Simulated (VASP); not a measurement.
# CsPb2Br5 (I4/mcm) in VASP: single point with PBE

Aim: the single point of CsPb2Br5 with PBE.

All numbers are computed with VASP 6.6.1; they aren't measurements. Logs are shortened: lines on timing, memory, paths and dates and some standing lists are left out, and cuts for length are marked.

### Step 1. The cell of the first run

It takes space group I4/mcm (No. 140, tetragonal). The conventional cell has a = 8.291 Å, b = 8.291 Å, c = 14.087 Å, α = 90.00°, β = 90.00°, γ = 90.00°. Cs (site symmetry 422) has 10 Br at 3.52 Å and 8 Pb at 4.70 Å within 4.8 Å. Within 3.9 Å of Pb (site symmetry m2m) lie 8 Br at 2.95 to 3.23 Å and 1 Pb at 3.76 Å. Within 4.1 Å of Br (site symmetry 4/m) lie 4 Pb at 3.11 Å and 2 Cs at 3.52 Å and 8 Br at 3.71 Å. Within 4.1 Å of Br (site symmetry m) lie 3 Pb at 2.95 to 3.23 Å and 2 Cs at 3.52 Å and 7 Br at 3.54 to 4.02 Å.

### Step 2. Single point, PBE

The input, INCAR:

```
PREC     = Accurate       # precision mode
ENCUT    = 520            # plane-wave cutoff, eV
EDIFF    = 1E-6           # SCF threshold, eV
ISMEAR   = 0              # smearing method
SIGMA    = 0.1            # smearing width, eV
LREAL    = Auto         
LASPH    = True           # aspherical terms in the spheres
NELM     = 80             # most SCF steps
ALGO     = Normal         # electronic algorithm
ISIF     = 2              # what is computed and relaxed
LWAVE    = False          # write WAVECAR
LCHARG   = False          # write CHGCAR
GGA      = PE             # functional
NBANDS   = 86             # bands
```

The input, KPOINTS:

```
regular mesh
0
Gamma
  4 4 4
```

The input, POSCAR:

```
CsPb2Br5
1.0
   -4.1455079049      4.1455079049      7.0432787751
    4.1455079049     -4.1455079049      7.0432787751
    4.1455079049      4.1455079049     -7.0432787751
Cs Pb Br
2 4 10
Direct
    0.7500000000      0.7500000000      0.0000000000
    0.2500000000      0.2500000000      0.0000000000
    0.6604357052      0.8395642948      0.5000000000
    0.3395642948      0.1604357052      0.5000000000
    0.8395642948      0.3395642948      0.1791285896
    0.1604357052      0.6604357052      0.8208714104
    0.5000000000      0.5000000000      0.0000000000
    0.0000000000      0.0000000000      0.0000000000
    0.7108661813      0.5127937274      0.5000000000
    0.2891338187      0.4872062726      0.5000000000
    0.0127937274      0.2108661813      0.5000000000
    0.9872062726      0.7891338187      0.5000000000
    0.5127937274      0.0127937274      0.8019275462
    0.4872062726      0.9872062726      0.1980724538
    0.2108661813      0.7108661813      0.1980724538
    0.7891338187      0.2891338187      0.8019275462
```

Potentials or basis: VASP PAW PBE potentials, release 64 (Cs_sv, Pb_d, Br).

The run is started by

```
cat potpaw_PBE.64/Cs_sv/POTCAR potpaw_PBE.64/Pb_d/POTCAR potpaw_PBE.64/Br/POTCAR > POTCAR
mpirun -np 1 vasp_std > vasp.out
```

OUTCAR:

```text
PREC = Accurate
   ENCUT = 520
   EDIFF = 1E-6
   ISMEAR = 0
   LREAL = Auto
   LASPH = True
   NELM = 80
   ISIF = 2
   GGA = PE

 ion  position               nearest neighbor table
   1  0.750  0.750  0.000-
   2  0.250  0.250  0.000-
   3  0.660  0.840  0.500-   9 2.95  12 2.95   8 3.11   7 3.11  16 3.23  15 3.23  14 3.23  13 3.23
                             4 3.76
   4  0.340  0.160  0.500-  10 2.95  11 2.95   7 3.11   8 3.11  16 3.23  15 3.23  14 3.23  13 3.23
                             3 3.76
   5  0.840  0.340  0.179-  16 2.95  13 2.95   7 3.11   8 3.11  11 3.23  12 3.23   9 3.23  10 3.23
                             6 3.76
   6  0.160  0.660  0.821-  15 2.95  14 2.95   7 3.11   8 3.11  11 3.23  12 3.23   9 3.23  10 3.23
                             5 3.76
   7  0.500  0.500  0.000-   3 3.11   5 3.11   6 3.11   4 3.11
   8  0.000  0.000  0.000-   4 3.11   5 3.11   6 3.11   3 3.11
   9  0.711  0.513  0.500-   3 2.95   5 3.23   6 3.23
  10  0.289  0.487  0.500-   4 2.95   5 3.23   6 3.23
  11  0.013  0.211  0.500-   4 2.95   5 3.23   6 3.23
  12  0.987  0.789  0.500-   3 2.95   5 3.23   6 3.23
  13  0.513  0.013  0.802-   5 2.95   4 3.23   3 3.23
  14  0.487  0.987  0.198-   6 2.95   4 3.23   3 3.23
  15  0.211  0.711  0.198-   6 2.95   4 3.23   3 3.23
  16  0.789  0.289  0.802-   5 2.95   4 3.23   3 3.23

  LATTYP: Found a body centered tetragonal cell.
 ALAT       =     8.2910158098
 C/A-ratio  =     1.6990146773

  Lattice vectors:

 A1 = (  -4.1455079049,   4.1455079049,   7.0432787751)
 A2 = (   4.1455079049,  -4.1455079049,   7.0432787751)
 A3 = (   4.1455079049,   4.1455079049,  -7.0432787751)

Analysis of symmetry for initial positions (statically):
=====================================================================
 Subroutine PRICEL returns:
 Original cell was already a primitive cell.

 Routine SETGRP: Setting up the symmetry group for a
 body centered tetragonal supercell.

 Subroutine GETGRP returns: Found 16 space group operations
 (whereof  8 operations were pure point group operations)
 out of a pool of 16 trial point group operations.

The static configuration has the point symmetry C_4h.
 The point group associated with its full space group is D_4h.

Analysis of symmetry for dynamics (positions and initial velocities):
=====================================================================
 Subroutine PRICEL returns:
 Original cell was already a primitive cell.

 Routine SETGRP: Setting up the symmetry group for a
 body centered tetragonal supercell.

 Subroutine GETGRP returns: Found 16 space group operations
 (whereof  8 operations were pure point group operations)
 out of a pool of 16 trial point group operations.

The dynamic configuration has the point symmetry C_4h.
 The point group associated with its full space group is D_4h.

 Subroutine INISYM returns: Found 16 space group operations
 (whereof  8 operations are pure point group operations),
 and found     1 'primitive' translations

----------------------------------------------------------------------------------------

                                     Primitive cell

  volume of cell :     484.1616

  direct lattice vectors                    reciprocal lattice vectors
    -4.145507905  4.145507905  7.043278775     0.000000000  0.120612483  0.070989665
     4.145507905 -4.145507905  7.043278775     0.120612483  0.000000000  0.070989665
     4.145507905  4.145507905 -7.043278775     0.120612483  0.120612483  0.000000000

  length of vectors
     9.163964616  9.163964616  9.163964616     0.139953219  0.139953219  0.170571809

  position of ions in fractional coordinates (direct lattice)
     0.750000000  0.750000000  0.000000000
     0.250000000  0.250000000  0.000000000
     0.660435705  0.839564295  0.500000000
     0.339564295  0.160435705  0.500000000
     0.839564295  0.339564295  0.179128590
     0.160435705  0.660435705  0.820871410
[... 8 lines left out ...]
     0.210866181  0.710866181  0.198072454
     0.789133819  0.289133819  0.801927546

  ion indices of the primitive-cell ions
   primitive index   ion index
                 1           1
                 2           2
                 3           3
                 4           4
                 5           5
                 6           6
[... 8 lines left out ...]
                15          15
                16          16

----------------------------------------------------------------------------------------

 KPOINTS: regular mesh

Automatic generation of k-mesh.
 Grid dimensions read from file:
 generate k-points for:    4    4    4

 Generating k-lattice:

  Cartesian coordinates                     Fractional coordinates (reciprocal lattice)
     0.000000000  0.030153121  0.017747416     0.250000000  0.000000000 -0.000000000
     0.030153121  0.000000000  0.017747416     0.000000000  0.250000000 -0.000000000
     0.030153121  0.030153121  0.000000000     0.000000000  0.000000000  0.250000000

  Length of vectors
     0.034988305  0.034988305  0.042642952

  Shift w.r.t. Gamma in fractional coordinates (k-lattice)
     0.000000000  0.000000000  0.000000000

 Subroutine IBZKPT returns following result:
 ===========================================

 Found     13 irreducible k-points:

 Following reciprocal coordinates:
            Coordinates               Weight
  0.000000  0.000000  0.000000      1.000000
  0.250000 -0.000000  0.000000      8.000000
  0.500000 -0.000000  0.000000      4.000000
  0.250000  0.250000  0.000000      8.000000
  0.500000  0.250000  0.000000     16.000000
 -0.250000  0.250000  0.000000      4.000000
  0.500000  0.500000  0.000000      2.000000
  0.250000  0.250000  0.250000      2.000000
 -0.250000  0.250000  0.250000      4.000000
  0.500000  0.500000  0.250000      4.000000
 -0.250000  0.500000  0.250000      8.000000
 -0.250000 -0.250000  0.250000      2.000000
  0.500000  0.500000  0.500000      1.000000
   k-points           NKPTS =     13   k-points in BZ     NKDIM =     13   number of bands    NBANDS=     86
   number of dos      NEDOS =    301   number of ions     NIONS =     16
   total plane-waves  NPLWV = 343000
   dimension x,y,z NGX =    70 NGY =   70 NGZ =   70
   dimension x,y,z NGXF=   140 NGYF=  140 NGZF=  140
   ions per type =               2   4  10
   NGX,Y,Z   is equivalent  to a cutoff of  12.70, 12.70, 12.70 a.u.
   NGXF,Y,Z  is equivalent  to a cutoff of  25.40, 25.40, 25.40 a.u.
 SYSTEM =  unknown system
   PREC   = accura    normal or accurate (medium, high low for compatibility)
   ISTART =      0    job   : 0-new  1-cont  2-samecut
   ICHARG =      2    charge: 1-file 2-atom 10-const
   ISPIN  =      1    spin polarized calculation?
   LNONCOLLINEAR =      F non collinear calculations
   LSORBIT =      F    spin-orbit coupling
   LASPH  =      T    aspherical Exc in radial PAW
   ENCUT  =  520.0 eV  38.22 Ry    6.18 a.u.  17.04 17.04 17.04*2*pi/ulx,y,z
   NELM   =     80;   NELMIN=  2; NELMDL= -5     # of ELM steps
   EDIFF  = 0.1E-05   stopping-criterion for ELM
   LREAL  =      T    real-space projection
   EDIFFG = 0.1E-04   stopping-criterion for IOM
   NSW    =      0    number of steps for IOM
   IBRION =     -1    ionic relax: 0-MD 1-quasi-New 2-CG
   NFREE  =      0    steps in history (QN), initial steepest desc. (CG)
   ISIF   =      2    stress and relaxation
   ISYM   =      2    0-nonsym 1-usesym 2-fastsym
   POTIM  = 0.5000    time-step for ionic-motion
   TEBEG  =    0.0;   TEEND  =   0.0 temperature during run
   PSTRESS=    0.0 pullay stress
   NELECT =     144.0000    total number of electrons
   NUPDOWN=      -1.0000    fix difference up-down
   EMIN   =  10.00;   EMAX   =-10.00  energy-range for DOS
   EFERMI =   0.00;   METHOD = LEGACY
   ISMEAR =     0;   SIGMA  =   0.10  broadening in eV -4-tet -1-fermi 0-gaus
   EFERMI_NEDOS =   21; number of points for ismear=-14 and -15
   IALGO  =     38    algorithm
   IMIX   =      4    mixing-type and parameters
     AMIX     =   0.40;   BMIX     =  1.00
     AMIX_MAG =   1.60;   BMIX_MAG =  1.00
  volume/ion in A,a.u.               =      30.26       204.21
  Fermi-wavevector in a.u.,A,eV,Ry     =   1.092779  2.065052 16.247604  1.194165
  Thomas-Fermi vector in A             =   2.229051
   LORBIT       =      0    0 simple, 1 ext, 2 COOP (PROOUT), +10 PAW based schemes
   GGA     = PE    functional components
   LHFCALC =     F    Hartree Fock is set to
   AEXX    =    0.0000 exact exchange contribution
   IVDW    =     0    specifies the selected vdW correction
   LEPSILON=     F    determine dielectric tensor
   LRPA    =     F    only Hartree local field effects (RPA)
 non-spin polarized calculation
 Gauss-broadening in eV      SIGMA  =   0.10
  energy-cutoff  :      520.00
  volume of cell :      484.16
 maximum number of plane-waves:     13106
 NGX is ok and might be reduce to    70
   NGX = 35   NGY = 35   NGZ = 35

 number of electron     144.0000002 magnetization

 Free energy of the ion-electron system (eV)
  ---------------------------------------------------
  ext. energy  EPLUGINS =         0.00000000
  ---------------------------------------------------
  free energy    TOTEN  =       -50.07366280 eV

  energy without entropy =      -50.07366280  energy(sigma->0) =      -50.07366280

 E-fermi :   2.4882     XC(G=0):  -9.0320

 val. band max:        2.0166320746   @ k =  -0.2500   0.2500   0.2500
 cond. band min:       4.9707975733   @ k =   0.5000   0.5000   0.5000
 fundamental gap:      2.9541654987
 Fermi energy:         2.4881893604

 k-point     1 :       0.0000    0.0000    0.0000
  band No.  band energies     occupation
      1     -17.3185      2.00000
      2     -17.3076      2.00000
      3     -13.8443      2.00000
      4     -13.8416      2.00000
      5     -13.7978      2.00000
      6     -13.7873      2.00000
[... 1120 lines left out ...]
     83       7.5184      0.00000
     84       7.5184      0.00000
 [bands above 84 left out]

------------------------ aborting loop because EDIFF is reached ----------------------------------------

  FORCE on cell =-STRESS in cart. coord.  units (eV):
  Direction    XX          YY          ZZ          XY          YZ          ZX
  --------------------------------------------------------------------------------------
  -------------------------------------------------------------------------------------
  Total       12.6439175     12.6439175     12.4714318      0.0000000      0.0000000      0.0000000
  in kB       41.8409822     41.8409822     41.2701963      0.0000000      0.0000000      0.0000000
  external PRESSURE =      41.6507202 kB  Pullay stress =       0.0000000 kB

 VOLUME and BASIS-vectors are now :
 -----------------------------------------------------------------------------
  energy-cutoff  :      520.00
  volume of cell :      484.16
      direct lattice vectors                 reciprocal lattice vectors
    -4.145507905  4.145507905  7.043278775     0.000000000  0.120612483  0.070989665
     4.145507905 -4.145507905  7.043278775     0.120612483  0.000000000  0.070989665
     4.145507905  4.145507905 -7.043278775     0.120612483  0.120612483  0.000000000

 POSITION                                       TOTAL-FORCE (eV/Angst)
 -----------------------------------------------------------------------------------
      0.00000      0.00000     10.56492        -0.000000     -0.000000     -0.000000
      0.00000      0.00000      3.52164        -0.000000     -0.000000      0.000000
      2.81533      1.33017      7.04328         0.020405     -0.020405      0.000000
      1.33017      2.81533     -0.00000        -0.020405      0.020405     -0.000000
     -1.33017      2.81533      7.04328         0.020405      0.020405      0.000000
      5.47568      1.33017      0.00000        -0.020405     -0.020405     -0.000000
[... 8 lines left out ...]
      2.89386     -1.25164      5.09694         0.032216      0.032216     -0.019088
      1.25164      5.39715      1.94634        -0.032216     -0.032216      0.019088
 -----------------------------------------------------------------------------------
    total drift:                                0.000000      0.000000     -0.000000

  FREE ENERGIE OF THE ION-ELECTRON SYSTEM (eV)
  ---------------------------------------------------
  free  energy   TOTEN  =       -50.0736628043 eV

  energy  without entropy=      -50.0736628043  energy(sigma->0) =      -50.07366280
```

It took 34 min on 1 thread of Intel Xeon 8259CL, shared host; peak memory 0.89 GiB.

What came out:

```yaml
Free_energy: -50.0737 eV
Pressure: 4.2 GPa
Largest_force: 0.049 eV/Å
Band_gap_on_the_k_mesh: 2.95 eV (least direct gap 3.08 eV)
```

Forces in eV/Å, atoms in the order of the input:
```
Cs   0.000  0.000  0.000
Cs   0.000  0.000  0.000
Pb   0.020 -0.020  0.000
Pb  -0.020  0.020  0.000
Pb   0.020  0.020  0.000
Pb  -0.020 -0.020  0.000
Br   0.000  0.000  0.000
Br   0.000  0.000  0.000
Br  -0.032  0.032 -0.019
Br   0.032 -0.032  0.019
Br   0.032 -0.032 -0.019
Br  -0.032  0.032  0.019
Br  -0.032 -0.032 -0.019
Br   0.032  0.032  0.019
Br   0.032  0.032 -0.019
Br  -0.032 -0.032  0.019
```

Caveat: the cell stands under pressure; spin-orbit coupling is left out, which moves the levels of the heavy elements. A k mesh can miss the band edges.
